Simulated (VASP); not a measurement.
# B3Rh (P-6m2) in VASP: settings compared

B3Rh is run at these levels: LDA, r2SCAN; tasks: single point.

All numbers are computed with VASP 6.6.1; they aren't measurements. Logs are shortened: lines on timing, memory, paths and dates and some standing lists are left out, and cuts for length are marked.

### 1 The cell of the first run

The structure is hexagonal, space group P-6m2 (No. 187). Conventional cell: a = 2.908 Å, b = 2.908 Å, c = 4.597 Å, α = 90.00°, β = 90.00°, γ = 120.00°. B (site symmetry -6m2) has 6 B at 1.86 Å and 2 Rh at 2.30 Å within 2.5 Å. B (site symmetry 3m) has 4 B at 1.59 to 1.86 Å within 2.1 Å. Rh (site symmetry -6m2) has 8 B at 2.25 to 2.30 Å and 6 Rh at 2.91 Å within 3.0 Å.

### 2 Single point, LDA

Input file INCAR:

```
PREC = Accurate
ENCUT = 530
EDIFF = 1E-6
ISMEAR = 0
SIGMA = 0.1
LREAL = False
LASPH = True
NELM = 120
ALGO = Normal
ISIF = 2
LWAVE = False
LCHARG = False
NBANDS = 21
GGA_COMPAT = False
```

Input file KPOINTS:

```
regular mesh
0
Gamma
  18 18 10
```

Input file POSCAR:

```
B3Rh
1.0
    2.9076799734      0.0000000000      0.0000000000
   -1.4538399867      2.5181247230      0.0000000000
    0.0000000000      0.0000000000      4.5973938000
B Rh
3 1
Direct
    0.6666666667      0.3333333333      0.0000000000
    0.3333333333      0.6666666667      0.8272070000
    0.3333333333      0.6666666667      0.1727930000
    0.6666666667      0.3333333333      0.5000000000
```

Potentials or basis: VASP PAW LDA potentials, release 64 (B, Rh_sv_GW).

Launch:

```bash
> cat potpaw_LDA.64/B/POTCAR potpaw_LDA.64/Rh_sv_GW/POTCAR > POTCAR
> mpirun -np 1 vasp_std > vasp.out
```

OUTCAR:

```text
PREC = Accurate
   ENCUT = 530
   EDIFF = 1E-6
   ISMEAR = 0
   LREAL = False
   LASPH = True
   NELM = 120
   ISIF = 2

 ion  position               nearest neighbor table
   1  0.667  0.333  0.000-   2 1.86   3 1.86   2 1.86   3 1.86   2 1.86   3 1.86   4 2.30   4 2.30

   2  0.333  0.667  0.827-   3 1.59   1 1.86   1 1.86   1 1.86   4 2.25   4 2.25   4 2.25
   3  0.333  0.667  0.173-   2 1.59   1 1.86   1 1.86   1 1.86   4 2.25   4 2.25   4 2.25
   4  0.667  0.333  0.500-   2 2.25   3 2.25   2 2.25   3 2.25   2 2.25   3 2.25   1 2.30   1 2.30

  LATTYP: Found a hexagonal cell.
 ALAT       =     2.9076799734
 C/A-ratio  =     1.5811209769

  Lattice vectors:

 A1 = (   2.9076799734,   0.0000000000,   0.0000000000)
 A2 = (  -1.4538399867,   2.5181247230,   0.0000000000)
 A3 = (   0.0000000000,   0.0000000000,   4.5973938000)

Analysis of symmetry for initial positions (statically):
=====================================================================
 Subroutine PRICEL returns:
 Original cell was already a primitive cell.

 Routine SETGRP: Setting up the symmetry group for a
 hexagonal supercell.

 Subroutine GETGRP returns: Found 12 space group operations
 (whereof 12 operations were pure point group operations)
 out of a pool of 24 trial point group operations.

The static configuration has the point symmetry D_3h.

Analysis of symmetry for dynamics (positions and initial velocities):
=====================================================================
 Subroutine PRICEL returns:
 Original cell was already a primitive cell.

 Routine SETGRP: Setting up the symmetry group for a
 hexagonal supercell.

 Subroutine GETGRP returns: Found 12 space group operations
 (whereof 12 operations were pure point group operations)
 out of a pool of 24 trial point group operations.

The dynamic configuration has the point symmetry D_3h.

 Subroutine INISYM returns: Found 12 space group operations
 (whereof 12 operations are pure point group operations),
 and found     1 'primitive' translations

----------------------------------------------------------------------------------------

                                     Primitive cell

  volume of cell :      33.6617

  direct lattice vectors                    reciprocal lattice vectors
     2.907679973  0.000000000  0.000000000     0.343916803  0.198560459  0.000000000
    -1.453839987  2.518124723  0.000000000     0.000000000  0.397120917  0.000000000
     0.000000000  0.000000000  4.597393800     0.000000000  0.000000000  0.217514541

  length of vectors
     2.907679973  2.907679973  4.597393800     0.397120917  0.397120917  0.217514541

  position of ions in fractional coordinates (direct lattice)
     0.666666667  0.333333333  0.000000000
     0.333333333  0.666666667  0.827207000
     0.333333333  0.666666667  0.172793000
     0.666666667  0.333333333  0.500000000

  ion indices of the primitive-cell ions
   primitive index   ion index
                 1           1
                 2           2
                 3           3
                 4           4

----------------------------------------------------------------------------------------

 KPOINTS: regular mesh

Automatic generation of k-mesh.
 Grid dimensions read from file:
 generate k-points for:   18   18   10

 Generating k-lattice:

  Cartesian coordinates                     Fractional coordinates (reciprocal lattice)
     0.019106489  0.011031137  0.000000000     0.055555556 -0.000000000  0.000000000
     0.000000000  0.022062273  0.000000000     0.000000000  0.055555556  0.000000000
     0.000000000  0.000000000  0.021751454     0.000000000  0.000000000  0.100000000

  Length of vectors
     0.022062273  0.022062273  0.021751454

  Shift w.r.t. Gamma in fractional coordinates (k-lattice)
     0.000000000  0.000000000  0.000000000

 Subroutine IBZKPT returns following result:
 ===========================================

 Found    222 irreducible k-points:

 Following reciprocal coordinates:
            Coordinates               Weight
  0.000000  0.000000  0.000000      1.000000
  0.055556 -0.000000  0.000000      6.000000
  0.111111 -0.000000  0.000000      6.000000
  0.166667  0.000000  0.000000      6.000000
  0.222222 -0.000000  0.000000      6.000000
  0.277778  0.000000  0.000000      6.000000
[... 16 lines left out ...]
  0.333333  0.111111  0.000000     12.000000
  0.388889  0.111111  0.000000     12.000000
 [... further k-points ...]
   k-points           NKPTS =    222   k-points in BZ     NKDIM =    222   number of bands    NBANDS=     21
   number of dos      NEDOS =    301   number of ions     NIONS =      4
   total plane-waves  NPLWV =  20736
   dimension x,y,z NGX =    24 NGY =   24 NGZ =   36
   dimension x,y,z NGXF=    48 NGYF=   48 NGZF=   72
   ions per type =               3   1
   NGX,Y,Z   is equivalent  to a cutoff of  13.72, 13.72, 13.02 a.u.
   NGXF,Y,Z  is equivalent  to a cutoff of  27.44, 27.44, 26.04 a.u.
 SYSTEM =  unknown system
   PREC   = accura    normal or accurate (medium, high low for compatibility)
   ISTART =      0    job   : 0-new  1-cont  2-samecut
   ICHARG =      2    charge: 1-file 2-atom 10-const
   ISPIN  =      1    spin polarized calculation?
   LNONCOLLINEAR =      F non collinear calculations
   LSORBIT =      F    spin-orbit coupling
   LASPH  =      T    aspherical Exc in radial PAW
   ENCUT  =  530.0 eV  38.95 Ry    6.24 a.u.   5.46  5.46  8.63*2*pi/ulx,y,z
   NELM   =    120;   NELMIN=  2; NELMDL= -5     # of ELM steps
   EDIFF  = 0.1E-05   stopping-criterion for ELM
   LREAL  =      F    real-space projection
   EDIFFG = 0.1E-04   stopping-criterion for IOM
   NSW    =      0    number of steps for IOM
   IBRION =     -1    ionic relax: 0-MD 1-quasi-New 2-CG
   NFREE  =      0    steps in history (QN), initial steepest desc. (CG)
   ISIF   =      2    stress and relaxation
   ISYM   =      2    0-nonsym 1-usesym 2-fastsym
   POTIM  = 0.5000    time-step for ionic-motion
   TEBEG  =    0.0;   TEEND  =   0.0 temperature during run
   PSTRESS=    0.0 pullay stress
   NELECT =      26.0000    total number of electrons
   NUPDOWN=      -1.0000    fix difference up-down
   EMIN   =  10.00;   EMAX   =-10.00  energy-range for DOS
   EFERMI =   0.00;   METHOD = LEGACY
   ISMEAR =     0;   SIGMA  =   0.10  broadening in eV -4-tet -1-fermi 0-gaus
   EFERMI_NEDOS =   21; number of points for ismear=-14 and -15
   IALGO  =     38    algorithm
   IMIX   =      4    mixing-type and parameters
     AMIX     =   0.40;   BMIX     =  1.00
     AMIX_MAG =   1.60;   BMIX_MAG =  1.00
  volume/ion in A,a.u.               =       8.42        56.79
  Fermi-wavevector in a.u.,A,eV,Ry     =   1.502061  2.838483 30.697271  2.256186
  Thomas-Fermi vector in A             =   2.613350
   LORBIT       =      0    0 simple, 1 ext, 2 COOP (PROOUT), +10 PAW based schemes
   GGA     = CA    functional components
   LHFCALC =     F    Hartree Fock is set to
   AEXX    =    0.0000 exact exchange contribution
   IVDW    =     0    specifies the selected vdW correction
   LEPSILON=     F    determine dielectric tensor
   LRPA    =     F    only Hartree local field effects (RPA)
 non-spin polarized calculation
 Gauss-broadening in eV      SIGMA  =   0.10
  energy-cutoff  :      530.00
  volume of cell :       33.66
 maximum number of plane-waves:       965
 NGX is ok and might be reduce to    24
   NGX = 11   NGY = 11   NGZ = 17

 number of electron      26.0000006 magnetization

 Free energy of the ion-electron system (eV)
  ---------------------------------------------------
  ext. energy  EPLUGINS =         0.00000000
  ---------------------------------------------------
  free energy    TOTEN  =       -30.73139288 eV

  energy without entropy =      -30.72400151  energy(sigma->0) =      -30.72769720

 E-fermi :   8.9876     XC(G=0): -13.1237

 val. band max:        8.9777126112   @ k =   0.3889   0.2222   0.2000
 cond. band min:       8.9882962942   @ k =   0.2778   0.2778   0.5000
 fundamental gap:      0.0105836830
 Fermi energy:         8.9876064900

 k-point     1 :       0.0000    0.0000    0.0000
  band No.  band energies     occupation
      1     -69.6952      2.00000
      2     -38.1566      2.00000
      3     -37.5779      2.00000
      4     -37.5779      2.00000
      5      -5.9562      2.00000
      6       1.5015      2.00000
[... 13 lines left out ...]
     20      17.4269      0.00000
     21      19.8271      0.00000

 k-point     2 :       0.0556   -0.0000    0.0000
  band No.  band energies     occupation
      1     -69.6944      2.00000
      2     -38.1552      2.00000
      3     -37.5857      2.00000
      4     -37.5795      2.00000
      5      -5.8997      2.00000
      6       1.5457      2.00000
[... 13 lines left out ...]
     20      17.5950      0.00000
     21      19.8921      0.00000

 k-point     3 :       0.1111   -0.0000    0.0000
  band No.  band energies     occupation
      1     -69.6919      2.00000
      2     -38.1518      2.00000
      3     -37.6090      2.00000
      4     -37.5852      2.00000
      5      -5.7308      2.00000
      6       1.5885      2.00000
[... 13 lines left out ...]
     20      18.0290      0.00000
     21      20.0656      0.00000
[... 457 lines left out ...]
 k-point    23 :       0.3333    0.1111    0.0000
  band No.  band energies     occupation
      1     -69.6692      2.00000
      2     -38.1209      2.00000
      3     -37.8077      2.00000
      4     -37.6529      2.00000
      5      -3.1730      2.00000
      6       0.6924      2.00000
[... 13 lines left out ...]
     20      19.2366      0.00000
     21      21.5561      0.00000

 k-point    24 :       0.3889    0.1111    0.0000
  band No.  band energies     occupation
      1     -69.6669      2.00000
      2     -38.1177      2.00000
      3     -37.8273      2.00000
      4     -37.6600      2.00000
      5      -2.4883      2.00000
      6      -0.1955      2.00000
[... 13 lines left out ...]
     20      19.0177      0.00000
     21      22.1506      0.00000

 [... further k-points ...]

------------------------ aborting loop because EDIFF is reached ----------------------------------------

  FORCE on cell =-STRESS in cart. coord.  units (eV):
  Direction    XX          YY          ZZ          XY          YZ          ZX
  --------------------------------------------------------------------------------------
  -------------------------------------------------------------------------------------
  Total       -2.3912662     -2.3912662     -2.9439416      0.0000000      0.0000000      0.0000000
  in kB     -113.8159050   -113.8159050   -140.1213204      0.0000000      0.0000000      0.0000000
  external PRESSURE =    -122.5843768 kB  Pullay stress =       0.0000000 kB

 VOLUME and BASIS-vectors are now :
 -----------------------------------------------------------------------------
  energy-cutoff  :      530.00
  volume of cell :       33.66
      direct lattice vectors                 reciprocal lattice vectors
     2.907679973  0.000000000  0.000000000     0.343916803  0.198560459  0.000000000
    -1.453839987  2.518124723  0.000000000     0.000000000  0.397120917  0.000000000
     0.000000000  0.000000000  4.597393800     0.000000000  0.000000000  0.217514541

 POSITION                                       TOTAL-FORCE (eV/Angst)
 -----------------------------------------------------------------------------------
      1.45384      0.83937      0.00000        -0.000000      0.000000      0.000000
     -0.00000      1.67875      3.80300        -0.000000      0.000000     -0.029494
     -0.00000      1.67875      0.79440        -0.000000      0.000000      0.029494
      1.45384      0.83937      2.29870         0.000000     -0.000000      0.000000
 -----------------------------------------------------------------------------------
    total drift:                               -0.000001      0.000000      0.000000

  FREE ENERGIE OF THE ION-ELECTRON SYSTEM (eV)
  ---------------------------------------------------
  free  energy   TOTEN  =       -30.7313928839 eV

  energy  without entropy=      -30.7240015100  energy(sigma->0) =      -30.72769720
```

Run time: 1.9 min. Hardware: 1 thread of AMD EPYC 9R45 (Zen 5), shared host; peak memory 0.26 GiB.

Results:

```yaml
Free_energy: -30.7314 eV
Pressure: -12.3 GPa
Largest_force: 0.029 eV/Å
Band_gap_on_the_k_mesh: zero (bands 13 and 14 overlap by 1.68 eV)
```

Forces in eV/Å, atoms in the order of the input:
```
B    0.000  0.000  0.000
B    0.000  0.000 -0.029
B    0.000  0.000  0.029
Rh   0.000  0.000  0.000
```

Caveat: the cell stands under tension.

### 3 Single point, r2SCAN

POSCAR is that of step 2.

Input file INCAR.step1:

```
PREC = Accurate
ENCUT = 520
ISMEAR = 0
SIGMA = 0.1
LREAL = False
LASPH = True
NELM = 60
NBANDS = 20
GGA = PE
ALGO = Normal
EDIFF = 1E-4
LWAVE = True
LCHARG = False
```

Input file INCAR.step2:

```
PREC = Accurate
ENCUT = 520
EDIFF = 1E-7
ISMEAR = 0
SIGMA = 0.1
LREAL = False
LASPH = True
NELM = 60
ALGO = Normal
ISIF = 2
LWAVE = False
LCHARG = False
METAGGA = R2SCAN
LMIXTAU = True
NBANDS = 20
ISTART = 1
```

KPOINTS is that of step 2.

Potentials or basis: VASP PAW PBE potentials, release 64 (B, Rh_pv).

Launch:

```bash
> cat potpaw_PBE.64/B/POTCAR potpaw_PBE.64/Rh_pv/POTCAR > POTCAR
> cp INCAR.step1 INCAR
> mpirun -np 1 vasp_std > vasp.out
> cp INCAR.step2 INCAR
> mpirun -np 1 vasp_std > vasp.out
```

Run time: 9.2 min. Hardware: 1 thread of Intel Xeon 8259CL, shared host; peak memory 0.27 GiB.

It converged, with:

| Quantity | Value |
| --- | --- |
| Free energy | -46.5896 eV |
| Pressure | -2.3 GPa |
| Largest force | 0.006 eV/Å |
| Band gap on the k mesh | zero (bands 12 and 13 overlap by 1.81 eV) |

Forces in eV/Å, atoms in the order of the input:
```
B    0.000  0.000  0.000
B    0.000  0.000  0.006
B    0.000  0.000 -0.006
Rh   0.000  0.000  0.000
```

Stress tensor (GPa, compression positive):
```
-1.59  0.00  0.00
 0.00 -1.59  0.00
 0.00  0.00 -3.63
```

Levels at points of the mesh, in eV from the Fermi level:
```
           k point  band 10  band 11  band 12  band 13  band 14  band 15
(0.00, 0.00, 0.00)    -2.58    -2.58    -0.17    -0.17     6.20     7.14
(0.50, 0.00, 0.00)    -3.57    -2.49    -0.56    -0.26     4.32     5.69
(0.00, 0.00, 0.50)    -3.40    -1.81     0.89     0.89     6.24     6.69
(0.50, 0.00, 0.50)    -3.62    -0.66    -0.18     1.22     4.03     4.53
```

Caveat: the PAW data sets were made with another functional, which shifts forces and pressure a little.
